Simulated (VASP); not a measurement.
Wanted: the native input for a VASP 6.6.1 run.

```
Task                   : relaxation of cell and atoms
Functional             : PBE
Potentials or basis    : VASP PAW PBE potentials, release 64 (V_sv, Si, N)
Cutoff                 : 600 eV
k mesh                 : 6 × 6 × 4
Occupations            : gaussian, width 0.1 eV
Spin                   : no spin polarisation
Dipole correction      : no
Further INCAR settings : ALGO = Normal; EDIFF = 1e-06; IBRION = 2; EDIFFG = -0.04; NSW = 90; ISIF = 3
```

The structure of V2SiN2 lies in POSCAR:

```
V2SiN2
1.0
    3.7260419966     -2.0813078610      0.0000000000
    3.7260419966      2.0813078610      0.0000000000
   -0.9480688683      0.0000000000      7.0757311951
V Si N
4 2 4
Direct
    0.2810600557      0.1799574151      0.6565642583
    0.4427551131      0.3525322786      0.1491914650
    0.8200425849      0.7189399443      0.3434357417
    0.6474677214      0.5572448869      0.8508085350
    0.0940409915      0.0406860997      0.2357055199
    0.9593139003      0.9059590085      0.7642944801
    0.3258641531      0.2437493554      0.3913155055
    0.1794341772      0.5052869935      0.8977789080
    0.7562506446      0.6741358469      0.6086844945
    0.4947130065      0.8205658228      0.1022210920
```

These files were run (other wordings do the same):

INCAR

```
ALGO     = Normal         # electronic algorithm
EDIFF    = 1E-6           # SCF threshold, eV
EDIFFG   = -0.04          # ionic threshold
ENCUT    = 600            # plane-wave cutoff, eV
GGA      = PE             # functional
IBRION   = 2              # ionic algorithm
ISIF     = 3              # what is computed and relaxed
ISMEAR   = 0              # smearing method
LASPH    = True           # aspherical terms in the spheres
LCHARG   = False          # write CHGCAR
LREAL    = False          # projectors in reciprocal space
LWAVE    = False          # write WAVECAR
NELM     = 60             # most SCF steps
NSW      = 90             # ionic steps
PREC     = Accurate       # precision mode
SIGMA    = 0.1            # smearing width, eV
```

KPOINTS

```
k-points
0
Gamma
  6 6 4
```

Potentials or basis: VASP PAW PBE potentials, release 64 (V_sv, Si, N).

Launch:

```sh
$ cat potpaw_PBE.64/V_sv/POTCAR potpaw_PBE.64/Si/POTCAR potpaw_PBE.64/N/POTCAR > POTCAR
$ mpirun -np 1 vasp_std > vasp.out
```

Results of the run:

The relaxed volume is 11.00 Å³/atom. The relaxed cell is a = 4.269 Å, b = 4.269 Å, c = 7.146 Å, α = 96.67°, β = 96.67°, γ = 58.41°, the space group after relaxing (to 0.1 Å) is C2 (No. 5) and the energy gained by relaxing is 0.1 meV/atom. The ionic steps are 3 and the pressure after relaxing is -0.2 GPa. The largest force after relaxing is 0.026 eV/Å. The band gap on the k mesh is zero (bands 40 and 41 overlap by 0.26 eV).

Caveat: the run has no spin polarisation, though such a crystal can be magnetic.

Wall time 15 min on 1 thread of AMD EPYC 7R43 64-Core Processor (Zen 3), with other jobs on the host, peak memory 0.41 GiB.
